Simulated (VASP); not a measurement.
# TlH5 (P6/mmm) in VASP: relaxation of cell and atoms with PBE

Aim: the relaxation of cell and atoms of TlH5 with PBE.

Everything below comes from runs of VASP 6.6.1. Logs are shortened: lines on timing, memory, paths and dates and some standing lists are left out, and cuts for length are marked.

**1. The cell of the first run**

Symmetry: P6/mmm, No. 191, hexagonal system. Conventional cell: a = 4.767 Å, b = 4.767 Å, c = 3.879 Å, α = 90.00°, β = 90.00°, γ = 120.00°. Tl (site symmetry 6/mmm) has 18 H at 2.75 to 3.07 Å within 3.6 Å. Within 3.1 Å of H (site symmetry -6m2) lie 9 H at 2.38 to 2.75 Å and 3 Tl at 2.75 Å. Within 3.1 Å of H (site symmetry mmm) lie 8 H at 2.38 Å and 4 Tl at 3.07 Å.

The cell was built from a structure type or drawn by symmetry, and may not be a known phase.

**2. Relaxation of cell and atoms, PBE**

INCAR

```
  PREC = Accurate
  ENCUT = 910
  EDIFF = 1E-7
  ISMEAR = 0
  SIGMA = 0.1
  LREAL = False
  LASPH = True
  NELM = 120
  ALGO = Normal
  ISIF = 3
  LWAVE = False
  LCHARG = False
  GGA = PE
  IBRION = 2
  NSW = 90
  EDIFFG = -0.04
  GGA_COMPAT = False
  NELMIN = 4
```

KPOINTS

```
Automatic mesh
0
Gamma
  6 6 4
```

POSCAR

```
TlH5
1.0
    4.7674438200      0.0000000000      0.0000000000
   -2.3837219100      4.1287274600      0.0000000000
    0.0000000000      0.0000000000      3.8792927700
Tl H
1 5
Direct
    0.0000000000      0.0000000000      0.0000000000
    0.3333333300      0.6666666700      0.0000000000
    0.6666666700      0.3333333300      0.0000000000
    0.5000000000      0.0000000000      0.5000000000
    0.5000000000      0.5000000000      0.5000000000
    0.0000000000      0.5000000000      0.5000000000
```

Potentials or basis: VASP PAW PBE potentials, release 64 (Tl_d, H_h).

Started as:

```bash
> cat potpaw_PBE.64/Tl_d/POTCAR potpaw_PBE.64/H_h/POTCAR > POTCAR
> mpirun -np 1 vasp_std > vasp.out
```

OUTCAR:

```text
PREC = Accurate
   ENCUT = 910
   EDIFF = 1E-7
   ISMEAR = 0
   LREAL = False
   LASPH = True
   NELM = 120
   ISIF = 3
   GGA = PE
   IBRION = 2
   NSW = 90
   EDIFFG = -0.04
   NELMIN = 4

 ion  position               nearest neighbor table
   1  0.000  0.000  0.000-
   2  0.333  0.667  0.000-
   3  0.667  0.333  0.000-
   4  0.500  0.000  0.500-
   5  0.500  0.500  0.500-
   6  0.000  0.500  0.500-

  LATTYP: Found a hexagonal cell.
 ALAT       =     4.7674438200
 C/A-ratio  =     0.8137049783

  Lattice vectors:

 A1 = (   4.7674438200,   0.0000000000,   0.0000000000)
 A2 = (  -2.3837219100,   4.1287274600,   0.0000000000)
 A3 = (   0.0000000000,   0.0000000000,   3.8792927700)

Analysis of symmetry for initial positions (statically):
=====================================================================
 Subroutine PRICEL returns:
 Original cell was already a primitive cell.

 Routine SETGRP: Setting up the symmetry group for a
 hexagonal supercell.

 Subroutine GETGRP returns: Found 24 space group operations
 (whereof 24 operations were pure point group operations)
 out of a pool of 24 trial point group operations.

The static configuration has the point symmetry D_6h.

Analysis of symmetry for dynamics (positions and initial velocities):
=====================================================================
 Subroutine PRICEL returns:
 Original cell was already a primitive cell.

 Routine SETGRP: Setting up the symmetry group for a
 hexagonal supercell.

 Subroutine GETGRP returns: Found 24 space group operations
 (whereof 24 operations were pure point group operations)
 out of a pool of 24 trial point group operations.

The dynamic configuration has the point symmetry D_6h.

 Subroutine INISYM returns: Found 24 space group operations
 (whereof 24 operations are pure point group operations),
 and found     1 'primitive' translations

----------------------------------------------------------------------------------------

                                     Primitive cell

  volume of cell :      76.3580

  direct lattice vectors                    reciprocal lattice vectors
     4.767443820  0.000000000  0.000000000     0.209756011  0.121102690  0.000000000
    -2.383721910  4.128727460  0.000000000     0.000000000  0.242205379  0.000000000
     0.000000000  0.000000000  3.879292770     0.000000000  0.000000000  0.257778946

  length of vectors
     4.767443820  4.767443821  3.879292770     0.242205379  0.242205379  0.257778946

  position of ions in fractional coordinates (direct lattice)
     0.000000000  0.000000000  0.000000000
     0.333333330  0.666666670  0.000000000
     0.666666670  0.333333330  0.000000000
     0.500000000  0.000000000  0.500000000
     0.500000000  0.500000000  0.500000000
     0.000000000  0.500000000  0.500000000

  ion indices of the primitive-cell ions
   primitive index   ion index
                 1           1
                 2           2
                 3           3
                 4           4
                 5           5
                 6           6

----------------------------------------------------------------------------------------

 KPOINTS: Automatic mesh

Automatic generation of k-mesh.
 Grid dimensions read from file:
 generate k-points for:    6    6    4

 Generating k-lattice:

  Cartesian coordinates                     Fractional coordinates (reciprocal lattice)
     0.034959335  0.020183782  0.000000000     0.166666667  0.000000000  0.000000000
     0.000000000  0.040367563  0.000000000     0.000000000  0.166666667  0.000000000
     0.000000000  0.000000000  0.064444736     0.000000000  0.000000000  0.250000000

  Length of vectors
     0.040367563  0.040367563  0.064444736

  Shift w.r.t. Gamma in fractional coordinates (k-lattice)
     0.000000000  0.000000000  0.000000000

 Subroutine IBZKPT returns following result:
 ===========================================

 Found     21 irreducible k-points:

 Following reciprocal coordinates:
            Coordinates               Weight
  0.000000  0.000000  0.000000      1.000000
  0.166667  0.000000  0.000000      6.000000
  0.333333  0.000000  0.000000      6.000000
  0.500000  0.000000  0.000000      3.000000
  0.166667  0.166667  0.000000      6.000000
  0.333333  0.166667  0.000000     12.000000
[... 13 lines left out ...]
  0.333333  0.166667  0.500000     12.000000
  0.333333  0.333333  0.500000      2.000000
   k-points           NKPTS =     21   k-points in BZ     NKDIM =     21   number of bands    NBANDS=     13
   number of dos      NEDOS =    301   number of ions     NIONS =      6
   total plane-waves  NPLWV =  92160
   dimension x,y,z NGX =    48 NGY =   48 NGZ =   40
   dimension x,y,z NGXF=    96 NGYF=   96 NGZF=   80
   ions per type =               1   5
   NGX,Y,Z   is equivalent  to a cutoff of  16.74, 16.74, 17.14 a.u.
   NGXF,Y,Z  is equivalent  to a cutoff of  33.48, 33.48, 34.28 a.u.
 SYSTEM =  unknown system
   PREC   = accura    normal or accurate (medium, high low for compatibility)
   ISTART =      0    job   : 0-new  1-cont  2-samecut
   ICHARG =      2    charge: 1-file 2-atom 10-const
   ISPIN  =      1    spin polarized calculation?
   LNONCOLLINEAR =      F non collinear calculations
   LSORBIT =      F    spin-orbit coupling
   LASPH  =      T    aspherical Exc in radial PAW
   ENCUT  =  910.0 eV  66.88 Ry    8.18 a.u.  11.73 11.73  9.54*2*pi/ulx,y,z
   NELM   =    120;   NELMIN=  4; NELMDL= -5     # of ELM steps
   EDIFF  = 0.1E-06   stopping-criterion for ELM
   LREAL  =      F    real-space projection
   EDIFFG = -.4E-01   stopping-criterion for IOM
   NSW    =     90    number of steps for IOM
   IBRION =      2    ionic relax: 0-MD 1-quasi-New 2-CG
   NFREE  =      1    steps in history (QN), initial steepest desc. (CG)
   ISIF   =      3    stress and relaxation
   ISYM   =      2    0-nonsym 1-usesym 2-fastsym
   POTIM  = 0.5000    time-step for ionic-motion
   TEBEG  =    0.0;   TEEND  =   0.0 temperature during run
   PSTRESS=    0.0 pullay stress
   NELECT =      18.0000    total number of electrons
   NUPDOWN=      -1.0000    fix difference up-down
   EMIN   =  10.00;   EMAX   =-10.00  energy-range for DOS
   EFERMI =   0.00;   METHOD = LEGACY
   ISMEAR =     0;   SIGMA  =   0.10  broadening in eV -4-tet -1-fermi 0-gaus
   EFERMI_NEDOS =   21; number of points for ismear=-14 and -15
   IALGO  =     38    algorithm
   IMIX   =      4    mixing-type and parameters
     AMIX     =   0.40;   BMIX     =  1.00
     AMIX_MAG =   1.60;   BMIX_MAG =  1.00
  volume/ion in A,a.u.               =      12.73        85.88
  Fermi-wavevector in a.u.,A,eV,Ry     =   1.011302  1.911084 13.915111  1.022732
  Thomas-Fermi vector in A             =   2.144343
   LORBIT       =      0    0 simple, 1 ext, 2 COOP (PROOUT), +10 PAW based schemes
   GGA     = PE    functional components
   LHFCALC =     F    Hartree Fock is set to
   AEXX    =    0.0000 exact exchange contribution
   IVDW    =     0    specifies the selected vdW correction
   LEPSILON=     F    determine dielectric tensor
   LRPA    =     F    only Hartree local field effects (RPA)
 conjugate gradient relaxation of ions
 non-spin polarized calculation
 Gauss-broadening in eV      SIGMA  =   0.10
  energy-cutoff  :      910.00
  volume of cell :       76.36
 maximum number of plane-waves:      4791
 NGX is ok and might be reduce to    48
   NGX = 23   NGY = 23   NGZ = 19

--------------------------------------- Ionic step        1  -------------------------------------------

 number of electron      17.9999999 magnetization

 Free energy of the ion-electron system (eV)
  ---------------------------------------------------
  ext. energy  EPLUGINS =         0.00000000
  ---------------------------------------------------
  free energy    TOTEN  =       -10.11153207 eV

  energy without entropy =      -10.09430947  energy(sigma->0) =      -10.10292077

------------------------ aborting loop because EDIFF is reached ----------------------------------------

  FORCE on cell =-STRESS in cart. coord.  units (eV):
  Direction    XX          YY          ZZ          XY          YZ          ZX
  --------------------------------------------------------------------------------------
  -------------------------------------------------------------------------------------
  Total       -4.8217478     -4.8217478     -3.8199836      0.0000000      0.0000000      0.0000000
  in kB     -101.1720888   -101.1720888    -80.1526194      0.0000000      0.0000000      0.0000000
  external PRESSURE =     -94.1655990 kB  Pullay stress =       0.0000000 kB

 VOLUME and BASIS-vectors are now :
 -----------------------------------------------------------------------------
  energy-cutoff  :      910.00
  volume of cell :       76.36
      direct lattice vectors                 reciprocal lattice vectors
     4.767443820  0.000000000  0.000000000     0.209756011  0.121102690  0.000000000
    -2.383721910  4.128727460  0.000000000     0.000000000  0.242205379  0.000000000
     0.000000000  0.000000000  3.879292770     0.000000000  0.000000000  0.257778946
[... 807 lines left out ...]
 POSITION                                       TOTAL-FORCE (eV/Angst)
 -----------------------------------------------------------------------------------
      0.00000      0.00000      0.00000         0.000000      0.000000      0.000000
     -0.00000      2.25025     -0.00000         0.000000     -0.000000      0.000000
      1.94878      1.12513     -0.00000        -0.000000      0.000000     -0.000000
      1.94878      0.00000      1.65926         0.000000      0.000000      0.000000
      0.97439      1.68769      1.65926         0.000000      0.000000      0.000000
     -0.97439      1.68769      1.65926         0.000000      0.000000      0.000000
 -----------------------------------------------------------------------------------
    total drift:                                0.000000     -0.000000      0.000000

  FREE ENERGIE OF THE ION-ELECTRON SYSTEM (eV)
  ---------------------------------------------------
  free  energy   TOTEN  =       -11.6198521597 eV

  energy  without entropy=      -11.6105182957  energy(sigma->0) =      -11.61518523

--------------------------------------- Ionic step        5  -------------------------------------------

 number of electron      18.0000001 magnetization

 Free energy of the ion-electron system (eV)
  ---------------------------------------------------
  ext. energy  EPLUGINS =         0.00000000
  ---------------------------------------------------
  free energy    TOTEN  =       -11.63793131 eV

  energy without entropy =      -11.62962527  energy(sigma->0) =      -11.63377829

 E-fermi :   4.0193     XC(G=0): -10.4547

 val. band max:        3.9789006167   @ k =   0.3333   0.3333   0.2500
 cond. band min:       4.1293443852   @ k =   0.0000   0.0000   0.0000
 fundamental gap:      0.1504437685
 Fermi energy:         4.0192747202

 k-point     1 :       0.0000    0.0000    0.0000
  band No.  band energies     occupation
      1      -7.4324      2.00000
      2      -7.0655      2.00000
      3      -6.8535      2.00000
      4      -6.8535      2.00000
      5      -6.5575      2.00000
      6      -6.5575      2.00000
      7       3.5392      2.00000
      8       4.1293      0.11956
      9       5.0198      0.00000
     10       5.0198      0.00000
     11       6.6237      0.00000
     12       8.1068      0.00000
     13       8.1068      0.00000
[... 340 lines left out ...]
 POSITION                                       TOTAL-FORCE (eV/Angst)
 -----------------------------------------------------------------------------------
      0.00000      0.00000      0.00000        -0.000000     -0.000000     -0.000000
     -0.00000      2.28812     -0.00000        -0.000000      0.000000     -0.000000
      1.98157      1.14406     -0.00000         0.000000     -0.000000      0.000000
      1.98157      0.00000      1.68040        -0.000000     -0.000000     -0.000000
      0.99078      1.71609      1.68040        -0.000000     -0.000000     -0.000000
     -0.99078      1.71609      1.68040        -0.000000     -0.000000     -0.000000
 -----------------------------------------------------------------------------------
    total drift:                                0.000000     -0.000000      0.000000

  FREE ENERGIE OF THE ION-ELECTRON SYSTEM (eV)
  ---------------------------------------------------
  free  energy   TOTEN  =       -11.6379313080 eV

  energy  without entropy=      -11.6296252734  energy(sigma->0) =      -11.63377829

 reached required accuracy - stopping structural energy minimisation
```

Wall time 85 s (1 thread of Intel Xeon 6975P-C (Granite Rapids), shared host); peak memory 0.35 GiB.

Results:

```yaml
Free_energy: -11.6379 eV
Relaxed_volume: 7.62 Å³/atom
Relaxed_cell: a = 3.963 Å, b = 3.963 Å, c = 3.361 Å, α = 90.00°, β = 90.00°, γ = 120.00°
Space_group_after_relaxing_to_0.1_Å: P6/mmm (No. 191)
Energy_gained_by_relaxing: 254.4 meV/atom
Ionic_steps: 5
Pressure_after_relaxing: -0.1 GPa
Band_gap_on_the_k_mesh: zero (bands 9 and 10 overlap by 5.17 eV)
```

Step by step:
| step | energy change (eV) | largest force (eV/Å) | pressure (GPa) | volume (Å³) |
| --- | --- | --- | --- | --- |
| 1 | 0.0000 | 0.0000 | -9.42 | 76.36 |
| 2 | -0.4817 | 0.0000 | -9.69 | 68.39 |
| 3 | -1.5079 | 0.0000 | -2.65 | 47.81 |
| 4 | -1.5083 | 0.0000 | 2.91 | 43.66 |
| 5 | -1.5264 | 0.0000 | -0.09 | 45.71 |

Final structure:
```cif
data_structure
_symmetry_space_group_name_H-M 'P 1'
_symmetry_Int_Tables_number 1
_cell_length_a 3.9631
_cell_length_b 3.9631
_cell_length_c 3.3608
_cell_angle_alpha 90.000
_cell_angle_beta 90.000
_cell_angle_gamma 120.000
_cell_volume 45.71
loop_
_atom_site_label
_atom_site_type_symbol
_atom_site_fract_x
_atom_site_fract_y
_atom_site_fract_z
_atom_site_occupancy
Tl1 Tl 0.00000 0.00000 0.00000 1
H1 H 0.33333 0.66667 0.00000 1
H2 H 0.66667 0.33333 0.00000 1
H3 H 0.50000 0.00000 0.50000 1
H4 H 0.50000 0.50000 0.50000 1
H5 H 0.00000 0.50000 0.50000 1
```

Levels at points of the mesh, in eV from the Fermi level:
| k point | band 6 | band 7 | band 8 | band 9 | band 10 | band 11 | band 12 | band 13 |
| --- | --- | --- | --- | --- | --- | --- | --- | --- |
| (0.00, 0.00, 0.00) | -10.58 | -0.48 | 0.11 | 1.00 | 1.00 | 2.60 | 4.09 | 4.09 |
| (0.50, 0.00, 0.00) | -7.95 | -7.45 | -1.25 | -1.10 | 1.40 | 2.85 | 7.90 | 7.98 |
| (0.00, 0.00, 0.50) | -7.69 | -7.28 | 0.29 | 1.25 | 1.25 | 4.42 | 5.96 | 6.91 |
| (0.50, 0.00, 0.50) | -4.96 | -4.53 | -3.84 | -3.80 | 0.84 | 1.10 | 3.09 | 4.03 |

Caveat: the k points lie up to 0.47 Å⁻¹ apart in the final cell, too coarse for converged energies and pressures of a metal; the volume moved by over 15 % at a fixed basis, so the end points are rough; spin-orbit coupling is left out, which moves the levels of the heavy elements.
